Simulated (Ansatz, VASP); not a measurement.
**CdS3: VASP beside Ansatz**

```
Cd S
1.0
     7.05058    0.00000    0.00000
    -3.52529    6.10598    0.00000
     0.00000    0.00000    3.92921
Cd S
2 6
Direct
  0.66667 0.33333 0.25000
  0.33333 0.66667 0.75000
  0.29710 0.38290 0.25000
  0.91420 0.29710 0.75000
  0.61710 0.91420 0.25000
  0.70290 0.61710 0.75000
  0.08580 0.70290 0.25000
  0.38290 0.08580 0.75000
```

Change from the starting cell: species swapped into the PrBr3 type (P6_3/m, No. 176).

Alike in both runs: task relaxation of cell and atoms; functional PBE; k mesh 3 × 3 × 4; occupations gaussian, width 0.1 eV; no spin polarisation.

|  | VASP | Ansatz |
| --- | --- | --- |
| version | VASP 6.6.1 | Ansatz 0.2.0 |
| potentials or method | VASP PAW PBE potentials, release 64 (Cd, S), cutoff 500 eV | scalar-relativistic, plane waves, PAW |
| valence electrons in the cell | 60 | 76 |

VASP gave:

| Property | Result |
| --- | --- |
| gap on the k mesh at the Fermi level, each at its own relaxed structure (eV) | none |
| relaxed volume (Å³/atom) | 19.49 |
| relaxed length of the cell vector where the two differ most in proportion (Å) | 3.555 |

**Question.** Estimate Ansatz's values.

**Answer.** gap on the k mesh at the Fermi level, each at its own relaxed structure (eV): none; relaxed volume (Å³/atom): 19.48; relaxed length of the cell vector where the two differ most in proportion (Å): 3.544.

A gap of «none» marks a metal or a gap that the smearing closes. VASP's potentials hold 60 valence electrons a cell and Ansatz's 76, so a difference there can come from the potentials and not from the codes.

The k mesh is coarse, so the values compare programs but aren't converged.
